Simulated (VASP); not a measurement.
# N (P6_3/mmc) in VASP: notebook

N is run at these levels: PBE; tasks: single point.

Everything below comes from runs of VASP 6.6.1. Logs are shortened: lines on timing, memory, paths and dates and some standing lists are left out, and cuts for length are marked.

### Step 1. The cell of the first run

The structure is hexagonal, space group P6_3/mmc (No. 194). Conventional cell: a = 2.503 Å, b = 2.503 Å, c = 2.430 Å, α = 90.00°, β = 90.00°, γ = 120.00°. Within 2.5 Å of N (site symmetry -6m2) lie 8 N at 1.89 to 2.43 Å.

### Step 2. Single point, PBE (volume scaled by 0.98)

INCAR reads:

```
SYSTEM = N
  PREC = Accurate
  ENCUT = 520
  EDIFF = 1E-6
  ISMEAR = -1
  SIGMA = 0.05
  LREAL = .False.
  LASPH = .True.
  NELM = 80
  ALGO = Normal
  ISIF = 2
  LWAVE = .False.
  LCHARG = .True.
  GGA = PE
  LELF = .True.
  LVHAR = .True.
  NBANDS = 12
```

KPOINTS reads:

```
regular mesh
0
Gamma
  12 12 11
  0 0 0
```

POSCAR reads:

```
N
1.0
    2.5025640590      0.0000000000      0.0000000000
   -1.2512820295      2.1672840497      0.0000000000
    0.0000000000      0.0000000000      2.4295853846
N
2
Direct
    0.3333333333      0.6666666667      0.7500000000
    0.6666666667      0.3333333333      0.2500000000
```

Potentials or basis: VASP PAW PBE potentials, release 64 (N).

Started as:

```
$ cat potpaw_PBE.64/N/POTCAR > POTCAR
$ mpirun -np 1 vasp_std > vasp.out
```

OUTCAR:

```text
SYSTEM = N
   PREC = Accurate
   ENCUT = 520
   EDIFF = 1E-6
   ISMEAR = -1
   LREAL = .False.
   LASPH = .True.
   NELM = 80
   ISIF = 2
   GGA = PE

 ion  position               nearest neighbor table
   1  0.333  0.667  0.750-
   2  0.667  0.333  0.250-

  LATTYP: Found a hexagonal cell.
 ALAT       =     2.5025640590
 C/A-ratio  =     0.9708384390

  Lattice vectors:

 A1 = (   2.5025640590,   0.0000000000,   0.0000000000)
 A2 = (  -1.2512820295,   2.1672840497,   0.0000000000)
 A3 = (   0.0000000000,   0.0000000000,   2.4295853846)

Analysis of symmetry for initial positions (statically):
=====================================================================
 Subroutine PRICEL returns:
 Original cell was already a primitive cell.

 Routine SETGRP: Setting up the symmetry group for a
 hexagonal supercell.

 Subroutine GETGRP returns: Found 24 space group operations
 (whereof 12 operations were pure point group operations)
 out of a pool of 24 trial point group operations.

The static configuration has the point symmetry D_3d.
 The point group associated with its full space group is D_6h.

Analysis of symmetry for dynamics (positions and initial velocities):
=====================================================================
 Subroutine PRICEL returns:
 Original cell was already a primitive cell.

 Routine SETGRP: Setting up the symmetry group for a
 hexagonal supercell.

 Subroutine GETGRP returns: Found 24 space group operations
 (whereof 12 operations were pure point group operations)
 out of a pool of 24 trial point group operations.

The dynamic configuration has the point symmetry D_3d.
 The point group associated with its full space group is D_6h.

 Subroutine INISYM returns: Found 24 space group operations
 (whereof 12 operations are pure point group operations),
 and found     1 'primitive' translations

----------------------------------------------------------------------------------------

                                     Primitive cell

  volume of cell :      13.1775

  direct lattice vectors                    reciprocal lattice vectors
     2.502564059  0.000000000  0.000000000     0.399590171  0.230703493  0.000000000
    -1.251282030  2.167284050  0.000000000     0.000000000  0.461406985  0.000000000
     0.000000000  0.000000000  2.429585385     0.000000000  0.000000000  0.411592861

  length of vectors
     2.502564059  2.502564059  2.429585385     0.461406985  0.461406985  0.411592861

  position of ions in fractional coordinates (direct lattice)
     0.333333333  0.666666667  0.750000000
     0.666666667  0.333333333  0.250000000

  ion indices of the primitive-cell ions
   primitive index   ion index
                 1           1
                 2           2

----------------------------------------------------------------------------------------

 KPOINTS: regular mesh

Automatic generation of k-mesh.
 Grid dimensions read from file:
 generate k-points for:   12   12   11

 Generating k-lattice:

  Cartesian coordinates                     Fractional coordinates (reciprocal lattice)
     0.033299181  0.019225291  0.000000000     0.083333333  0.000000000  0.000000000
     0.000000000  0.038450582  0.000000000     0.000000000  0.083333333  0.000000000
     0.000000000  0.000000000  0.037417533     0.000000000  0.000000000  0.090909091

  Length of vectors
     0.038450582  0.038450582  0.037417533

  Shift w.r.t. Gamma in fractional coordinates (k-lattice)
     0.000000000  0.000000000  0.000000000

 Subroutine IBZKPT returns following result:
 ===========================================

 Found    114 irreducible k-points:

 Following reciprocal coordinates:
            Coordinates               Weight
  0.000000  0.000000  0.000000      1.000000
  0.083333  0.000000  0.000000      6.000000
  0.166667  0.000000  0.000000      6.000000
  0.250000  0.000000  0.000000      6.000000
  0.333333  0.000000  0.000000      6.000000
  0.416667 -0.000000  0.000000      6.000000
[... 16 lines left out ...]
  0.250000  0.000000  0.090909     12.000000
  0.333333  0.000000  0.090909     12.000000
 [... further k-points ...]
   k-points           NKPTS =    114   k-points in BZ     NKDIM =    114   number of bands    NBANDS=     12
   number of dos      NEDOS =    301   number of ions     NIONS =      2
   total plane-waves  NPLWV =   7200
   dimension x,y,z NGX =    20 NGY =   20 NGZ =   18
   dimension x,y,z NGXF=    40 NGYF=   40 NGZF=   36
   ions per type =               2
   NGX,Y,Z   is equivalent  to a cutoff of  13.29, 13.29, 12.32 a.u.
   NGXF,Y,Z  is equivalent  to a cutoff of  26.57, 26.57, 24.63 a.u.
 SYSTEM =  N
   PREC   = accura    normal or accurate (medium, high low for compatibility)
   ISTART =      0    job   : 0-new  1-cont  2-samecut
   ICHARG =      2    charge: 1-file 2-atom 10-const
   ISPIN  =      1    spin polarized calculation?
   LNONCOLLINEAR =      F non collinear calculations
   LSORBIT =      F    spin-orbit coupling
   LASPH  =      T    aspherical Exc in radial PAW
   ENCUT  =  520.0 eV  38.22 Ry    6.18 a.u.   4.65  4.65  4.52*2*pi/ulx,y,z
   NELM   =     80;   NELMIN=  2; NELMDL= -5     # of ELM steps
   EDIFF  = 0.1E-05   stopping-criterion for ELM
   LREAL  =      F    real-space projection
   EDIFFG = 0.1E-04   stopping-criterion for IOM
   NSW    =      0    number of steps for IOM
   IBRION =     -1    ionic relax: 0-MD 1-quasi-New 2-CG
   NFREE  =      0    steps in history (QN), initial steepest desc. (CG)
   ISIF   =      2    stress and relaxation
   ISYM   =      2    0-nonsym 1-usesym 2-fastsym
   POTIM  = 0.5000    time-step for ionic-motion
   TEBEG  =    0.0;   TEEND  =   0.0 temperature during run
   PSTRESS=    0.0 pullay stress
   NELECT =      10.0000    total number of electrons
   NUPDOWN=      -1.0000    fix difference up-down
   EMIN   =  10.00;   EMAX   =-10.00  energy-range for DOS
   EFERMI =   0.00;   METHOD = LEGACY
   ISMEAR =    -1;   SIGMA  =   0.05  broadening in eV -4-tet -1-fermi 0-gaus
   EFERMI_NEDOS =   21; number of points for ismear=-14 and -15
   IALGO  =     38    algorithm
   IMIX   =      4    mixing-type and parameters
     AMIX     =   0.40;   BMIX     =  1.00
     AMIX_MAG =   1.60;   BMIX_MAG =  1.00
  volume/ion in A,a.u.               =       6.59        44.46
  Fermi-wavevector in a.u.,A,eV,Ry     =   1.493243  2.821820 30.337918  2.229774
  Thomas-Fermi vector in A             =   2.605668
   LORBIT       =      0    0 simple, 1 ext, 2 COOP (PROOUT), +10 PAW based schemes
   GGA     = PE    functional components
   LHFCALC =     F    Hartree Fock is set to
   AEXX    =    0.0000 exact exchange contribution
   IVDW    =     0    specifies the selected vdW correction
   LEPSILON=     F    determine dielectric tensor
   LRPA    =     F    only Hartree local field effects (RPA)
 non-spin polarized calculation
  energy-cutoff  :      520.00
  volume of cell :       13.18
 maximum number of plane-waves:       381
 NGX is ok and might be reduce to    20
   NGX =  9   NGY =  9   NGZ =  9

 number of electron      10.0000000 magnetization

 Free energy of the ion-electron system (eV)
  ---------------------------------------------------
  ext. energy  EPLUGINS =         0.00000000
  ---------------------------------------------------
  free energy    TOTEN  =        -9.37997099 eV

  energy without entropy =       -9.37151710  energy(sigma->0) =       -9.37574405

 E-fermi :   7.3601     XC(G=0): -13.1509

 val. band max:        7.3468565416   @ k =   0.0833   0.0000   0.4545
 cond. band min:       7.3648919100   @ k =   0.0833   0.0000   0.4545
 fundamental gap:      0.0180353684
 Fermi energy:         7.3600832528

 k-point     1 :       0.0000    0.0000    0.0000
  band No.  band energies     occupation
      1     -15.0110      2.00000
      2       1.7574      2.00000
      3       2.4355      2.00000
      4       4.9212      2.00000
      5       4.9212      2.00000
      6      10.2024      0.00000
      7      10.2024      0.00000
      8      13.6232      0.00000
      9      21.9572      0.00000
     10      25.6595      0.00000
     11      32.9430      0.00000
     12      32.9430      0.00000

 k-point     2 :       0.0833    0.0000    0.0000
  band No.  band energies     occupation
      1     -14.8406      2.00000
      2       1.1813      2.00000
      3       2.5749      2.00000
      4       4.6473      2.00000
      5       4.9935      2.00000
      6      10.1385      0.00000
      7      10.4682      0.00000
      8      13.3983      0.00000
      9      22.3741      0.00000
     10      25.4971      0.00000
     11      33.2173      0.00000
     12      33.2786      0.00000

 k-point     3 :       0.1667    0.0000    0.0000
  band No.  band energies     occupation
      1     -14.3339      2.00000
      2      -0.2958      2.00000
      3       2.9851      2.00000
      4       4.0149      2.00000
      5       5.1141      2.00000
      6      10.0032      0.00000
      7      11.0653      0.00000
      8      12.7599      0.00000
      9      23.3031      0.00000
     10      25.1772      0.00000
     11      34.0811      0.00000
     12      34.2503      0.00000
[... 286 lines left out ...]
 k-point    23 :       0.2500    0.0000    0.0909
  band No.  band energies     occupation
      1     -13.3377      2.00000
      2      -2.2624      2.00000
      3       2.2916      2.00000
      4       3.4604      2.00000
      5       6.3212      2.00000
      6       9.5346      0.00000
      7      11.5012      0.00000
      8      11.9626      0.00000
      9      23.4129      0.00000
     10      26.5438      0.00000
     11      34.8760      0.00000
     12      35.3246      0.00000

 k-point    24 :       0.3333    0.0000    0.0909
  band No.  band energies     occupation
      1     -12.2261      2.00000
      2      -4.2455      2.00000
      3       2.8342      2.00000
      4       2.8838      2.00000
      5       6.4189      2.00000
      6       8.9934      0.00000
      7      11.4587      0.00000
      8      11.9179      0.00000
      9      22.4888      0.00000
     10      28.6881      0.00000
     11      34.0760      0.00000
     12      36.3227      0.00000

 [... further k-points ...]

------------------------ aborting loop because EDIFF is reached ----------------------------------------

  FORCE on cell =-STRESS in cart. coord.  units (eV):
  Direction    XX          YY          ZZ          XY          YZ          ZX
  --------------------------------------------------------------------------------------
  -------------------------------------------------------------------------------------
  Total        1.5213373      1.5213373      0.6263274     -0.0000000     -0.0000000      0.0000000
  in kB      184.9706753    184.9706753     76.1515582     -0.0000000     -0.0000000      0.0000000
  external PRESSURE =     148.6976363 kB  Pullay stress =       0.0000000 kB

 VOLUME and BASIS-vectors are now :
 -----------------------------------------------------------------------------
  energy-cutoff  :      520.00
  volume of cell :       13.18
      direct lattice vectors                 reciprocal lattice vectors
     2.502564059  0.000000000  0.000000000     0.399590171  0.230703493  0.000000000
    -1.251282030  2.167284050  0.000000000     0.000000000  0.461406985  0.000000000
     0.000000000  0.000000000  2.429585385     0.000000000  0.000000000  0.411592861

 POSITION                                       TOTAL-FORCE (eV/Angst)
 -----------------------------------------------------------------------------------
     -0.00000      1.44486      1.82219         0.000000     -0.000000      0.000000
      1.25128      0.72243      0.60740        -0.000000      0.000000      0.000000
 -----------------------------------------------------------------------------------
    total drift:                               -0.000000      0.000000      0.000000

  FREE ENERGIE OF THE ION-ELECTRON SYSTEM (eV)
  ---------------------------------------------------
  free  energy   TOTEN  =        -9.3799709934 eV

  energy  without entropy=       -9.3715171046  energy(sigma->0) =       -9.37574405
```

Wall time 7.4 s (1 thread of Intel Xeon Platinum 8488C (Sapphire Rapids), shared host); peak memory 0.12 GiB.

Results:

- Free energy: -9.3800 eV
- Pressure: 14.9 GPa
- Band gap on the k mesh: zero (band 5 reaches 8.53 eV, above the bottom of band 6 at 4.27 eV)

Stress tensor (GPa, compression positive):
```
18.50  0.00  0.00
 0.00 18.50  0.00
 0.00  0.00  7.62
```

Levels at points of the mesh, in eV from the Fermi level:
```tsv
k point	band 3	band 4	band 5	band 6	band 7	band 8
(0.00, 0.00, 0.00)	-4.92	-2.44	-2.44	2.84	2.84	6.26
(0.50, 0.00, 0.00)	-5.13	-2.22	-1.57	1.72	2.78	5.17
```

(Part 1 of 2 ends here.)
